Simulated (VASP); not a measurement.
Input of a VASP 6.6.1 run:

Contents of INCAR:

```
PREC     = Accurate       # precision mode
ENCUT    = 520            # plane-wave cutoff, eV
EDIFF    = 1E-6           # SCF threshold, eV
ISMEAR   = -1             # smearing method
SIGMA    = 0.02           # smearing width, eV
LREAL    = Auto         
LASPH    = True           # aspherical terms in the spheres
NELM     = 60             # most SCF steps
ALGO     = Normal         # electronic algorithm
ISIF     = 2              # what is computed and relaxed
LWAVE    = False          # write WAVECAR
LCHARG   = True           # write CHGCAR
GGA      = PE             # functional
IVDW     = 12             # dispersion correction
LELF     = True           # ELF
LVHAR    = True         
NBANDS   = 66             # bands
```

The input KPOINTS:

```
regular mesh
0
Gamma
  1 1 1
```

Contents of POSCAR:

```
HCl
1.0
    8.1971830000      0.0000000000      0.0000000000
    0.0000000000      8.1971830000      0.0000000000
    0.0000000000      0.0000000000      8.1971830000
Cl H
12 12
Direct
    0.5332685631      0.8945390142      0.3402998323
   -0.0154687287      0.0188723370      0.0814670113
    0.0709146057      1.0904111815      0.6273740625
    0.2746675291      0.2362274943      0.2935642647
    0.4232917577      0.9314175370      0.7818783599
    0.5143962261      0.4223402113      0.6576283584
    0.7737414182      0.3208785262      0.4116170153
    1.0142752699      0.4995618617      0.8049350612
    0.1218223382      0.7232728609      0.3813749187
    0.8284187385      0.6448800765      0.1510762905
    0.5918618628      0.2088766348      1.0501900470
    0.3957335099      0.6371701108     -0.0036841925
    0.6529194237      0.9981355790      0.3518525816
   -0.1309230256     -0.0927513757      0.1047433002
   -0.0236178697      1.2017543100      0.5591067078
    0.3765317915      0.2169403806      0.1649225106
    0.4351250911      1.0727099785      0.6894807643
    0.4636470846      0.3521453651      0.5246436489
    0.8206355769      0.3119486292      0.2612726836
    0.9771283623      0.5732457114      0.6744390115
    0.1756701052      0.8186226903      0.4951945077
    0.7367531016      0.6445994923      0.0337798973
    0.5322072229      0.1085494858      0.9319665061
    0.4425544727      0.7616275006      0.0866761179
```

Potentials or basis: VASP PAW PBE potentials, release 64 (Cl, H).

Launch:

```bash
$ cat potpaw_PBE.64/Cl/POTCAR potpaw_PBE.64/H/POTCAR > POTCAR
$ mpirun -np 1 vasp_gam > vasp.out
```

(1) Predict the dispersion energy per atom.

(2) What does it give for the largest force?

(3) What does it give for the pressure?

(4) Predict the band gap on the k mesh.

## Answers

(1) -0.070 eV.

(2) 2.488 eV/Å.

(3) 0.3 GPa.

(4) 4.95 eV.

Caveat: the k points lie up to 0.77 Å⁻¹ apart.
